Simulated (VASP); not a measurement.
Wanted: the native input for a VASP 6.6.1 run.

```yaml
Task: single point
Functional: PBEsol
Potentials_or_basis: VASP PAW PBE potentials, release 64 (Na_pv, Cl)
Cutoff: 520 eV
k_mesh: 6 × 6 × 6
Occupations: gaussian, width 0.1 eV
Spin: no spin polarisation
Dipole_correction: no
Further_INCAR_settings: ALGO = Normal; EDIFF = 1e-06; NBANDS = 14
```

The structure of NaCl lies in POSCAR:

```
NaCl
1.0
    0.0000000000      2.8100000000      2.8100000000
    2.8100000000      0.0000000000      2.8100000000
    2.8100000000      2.8100000000      0.0000000000
Na Cl
1 1
Direct
    0.0000000000      0.0000000000      0.0000000000
    0.5000000000      0.5000000000      0.5000000000
```

One way to write it, as run:

INCAR

```
ALGO = Normal ; EDIFF = 1E-6
ENCUT = 520 ; GGA = PS
ISIF = 2 ; ISMEAR = 0
LASPH = T ; LCHARG = T
LELF = T ; LREAL = F
LVHAR = T ; LWAVE = F
NBANDS = 14 ; NELM = 80
PREC = Accurate ; SIGMA = 0.1
```

KPOINTS

```
k-points
0
Gamma
  6 6 6
```

Potentials or basis: VASP PAW PBE potentials, release 64 (Na_pv, Cl).

Run with:

```console
$ cat potpaw_PBE.64/Na_pv/POTCAR potpaw_PBE.64/Cl/POTCAR > POTCAR
$ mpirun -np 1 vasp_std > vasp.out
```

Results of the run:

The pressure is -0.2 GPa and the band gap on the k mesh is 4.97 eV, direct.

Caveat: the PAW data sets were made with another functional, which shifts forces and pressure a little.

Run time: 9.1 s on 1 thread of Intel(R) Xeon(R) Platinum 8259CL CPU @ 2.50GHz (Skylake/Cascade Lake), on a shared host, peak memory 0.16 GiB.
